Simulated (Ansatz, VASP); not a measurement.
## YCuF4: VASP beside Ansatz

Contents of POSCAR:

```
YCuF4
1.0
   -2.5448926102      2.5448926102      2.7676402628
    2.5448926102     -2.5448926102      2.7676402628
    2.5448926102      2.5448926102     -2.7676402628
Y Cu F
1 1 4
Direct
    0.1065212289      0.1065212289      0.0000000000
    0.6065295479      0.6065295479      0.0000000000
    0.5565390401      0.6564846955      0.5000026292
    0.0565364110      0.5565390401      0.9000543446
    0.6564846955      0.1564820664      0.0999456554
    0.1564820664      0.0565364110      0.4999973708
```

INCAR.step1

```
SYSTEM = YCuF4
  PREC = Accurate
  ENCUT = 660
  ISMEAR = -1
  SIGMA = 0.03
  LREAL = .FALSE.
  LASPH = .TRUE.
  NELM = 120
  NBANDS = 34
  GGA = PE
  ALGO = Normal
  EDIFF = 1E-5
  LWAVE = .TRUE.
  LCHARG = .FALSE.
  GGA_COMPAT = .FALSE.
```

The input INCAR.step2:

```
SYSTEM = YCuF4
  PREC = Accurate
  ENCUT = 660
  EDIFF = 1E-6
  ISMEAR = -1
  SIGMA = 0.03
  LREAL = .FALSE.
  LASPH = .TRUE.
  NELM = 120
  ALGO = Normal
  ISIF = 2
  LWAVE = .FALSE.
  LCHARG = .FALSE.
  METAGGA = R2SCAN
  LMIXTAU = .TRUE.
  LUSE_VDW = .TRUE.
  IVDW_NL = 2
  BPARAM = 11.95
  CPARAM = 0.0093
  NBANDS = 34
  ISTART = 1
  GGA_COMPAT = .FALSE.
```

The input KPOINTS:

```
regular mesh
0
G
  8 8 8
  0 0 0
```

Input for Ansatz:

```yaml
crystal:
  lattice:
    - [-2.5448926102, 2.5448926102, 2.7676402628]
    - [2.5448926102, -2.5448926102, 2.7676402628]
    - [2.5448926102, 2.5448926102, -2.7676402628]
  atoms:
    - { symbol: "Y", position: [0.1065212289, 0.1065212289, 0.0] }
    - { symbol: Cu, position: [0.6065295479, 0.6065295479, 0.0] }
    - { symbol: F, position: [0.5565390401, 0.6564846955, 0.5000026292] }
    - { symbol: F, position: [0.056536411, 0.5565390401, 0.9000543446] }
    - { symbol: F, position: [0.6564846955, 0.1564820664, 0.0999456554] }
    - { symbol: F, position: [0.1564820664, 0.056536411, 0.4999973708] }
kpoints:
  mp_grid: { grid: [8, 8, 8] }
  band_path:
    path:
      - [0.0, 0.0, 0.0]
      - [0.0, 0.0, 0.5]
      - [0.25, 0.25, 0.25]
      - [0.0, 0.5, 0.0]
      - [0.5, 0.5, -0.5]
      - [0.4613779346, 0.5386220654, -0.4613779346]
      - [-0.4613779346, 0.4613779346, 0.4613779346]
      - [-0.4227558692, 0.4227558692, 0.5]
      - [0.5, 0.5, -0.4227558692]
    npoints: 1
hamiltonian:
  xc: r2scan
  dispersion: rvv10
scf:
  occupations: { method: fermi_dirac, width: 0.03 }
  n_extra_bands: 5
output:
  forces: true
  stress: true
  eigenvalues: true
```

Alike in both runs: task single point; functional r2SCAN; dispersion rVV10; k mesh 8 × 8 × 8; occupations fermi-dirac, width 0.03 eV; no spin polarisation.

|  | VASP | Ansatz |
| --- | --- | --- |
| version | VASP 6.6.1 | Ansatz 0.2.0 |
| potentials or method | VASP PAW PBE potentials, release 64 (Y_sv, Cu, F) | plane waves, PAW |
| plane-wave cutoff (eV) | 660 | 500 |
| valence electrons in the cell | 50 | 58 |

VASP gave:

- gap on the k mesh at the Fermi level (eV): 1.39
- pressure (GPa): -0.2
- traceless stress, the component that is largest in VASP (GPa): 0.10

Estimate Ansatz's values.

gap on the k mesh at the Fermi level (eV): 1.44; pressure (GPa): 0.0; traceless stress, the component that is largest in VASP (GPa): -0.01.

VASP's potentials were made for PBE, not for r2SCAN. VASP's potentials hold 50 valence electrons a cell and Ansatz's 58, so a difference there can come from the potentials and not from the codes.
